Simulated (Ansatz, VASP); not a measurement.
**Sr2TlO2: VASP beside Ansatz**

```
Sr Tl O
1.0
     4.50865    0.00000    0.00000
    -2.25432    3.90460    0.00000
     0.00000    0.00000    7.22879
Sr Tl O
2 1 2
Direct
  0.33333 0.66667 0.36944
  0.66667 0.33333 0.63056
  0.00000 0.00000 0.00000
  0.33333 0.66667 0.76793
  0.66667 0.33333 0.23207
```

Alike in both runs: task single point; functional PBE; k mesh 6 × 6 × 4; occupations gaussian, width 0.1 eV; no spin polarisation.

```csv
,VASP,Ansatz
version,VASP 6.6.1,Ansatz 0.2.0
potentials or method,"VASP PAW PBE potentials, release 64 (Sr_sv, Tl_d, O), cutoff 600 eV","scalar-relativistic, plane waves, PAW"
valence electrons in the cell,45,45
```

```csv
,VASP,Ansatz,Ansatz less VASP
gap on the k mesh at the Fermi level (eV),none,none,-
pressure (GPa),-5.5,-5.6,-0.05
"traceless stress, the component that is largest in VASP (GPa)",-0.27,-0.27,0.000
rms of the force components (eV/Å),1.059,1.061,+0.0017
```

Atom by atom the forces differ by 0.009 eV/Å (rms over components). A gap of «none» marks a metal or a gap that the smearing closes. The functional is the same, so the differences come from potentials, cutoffs and numerics.

Spin-orbit coupling is off throughout.
